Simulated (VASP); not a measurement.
Runs of VASP 6.6.1 on Pd. The structure is that of space group Pm-3m (No. 221), or close to it. The cells are those of the table. This isn't the form of Pd at room conditions, which is fcc.

| task | cell | k mesh | cutoff (eV) | gap on the mesh (eV) | pressure (GPa) | moment (μB) |
| --- | --- | --- | --- | --- | --- | --- |
| single point | a = 2.738 Å, 1 atom | 13 × 13 × 13 | 520 | none | -6.1 | 0.00 |
| single point | a = 2.558 Å, 1 atom | 13 × 13 × 13 | 520 | none | (a) | 0.00 |
| single point | a = 2.669 Å, 1 atom | 12 × 12 × 12 | 520 | none | 0.2 | 0.00 |
| single point | a = 2.772 Å, 1 atom | 13 × 13 × 13 | 520 | none | -8.1 | 0.00 |
| relaxation of cell and atoms | relaxed from a = 2.514 Å, 1 atom | 12 × 12 × 12 | 600 | none | 0.0 | 0.00 |
| single point | a = 2.633 Å, 1 atom | 13 × 13 × 13 | 520 | none | (b) | 0.00 |
| single point | a = 2.596 Å, 1 atom | 13 × 13 × 13 | 520 | none | 10.4 | 0.00 |
| single point | a = 2.704 Å, 1 atom | 13 × 13 × 13 | 520 | none | -3.5 | 0.00 |
| single point | a = 2.669 Å, 1 atom | 19 × 19 × 19 | 520 | none | 0.2 | 0.00 |
| single point | a = 2.669 Å, 1 atom | 13 × 13 × 13 | 520 | none | 0.0 | 0.00 |

Alike in all rows: level BLYP; potentials or basis VASP PAW PBE potentials, release 64 (Pd); spin collinear; smearing fermi-dirac 0.05 eV.

Question: Estimate the missing entries.

Answer: (a) 18.0; (b) 4.5.

Caveats: the PAW data sets were made with another functional, which shifts forces and pressure a little; the cell stands under tension (at least some runs); the cell stands under pressure (at least some runs).

A k mesh can miss the band edges, and the runs leave out spin-orbit coupling on Pd.

A gap of «none» marks levels without a gap at the run's occupations.
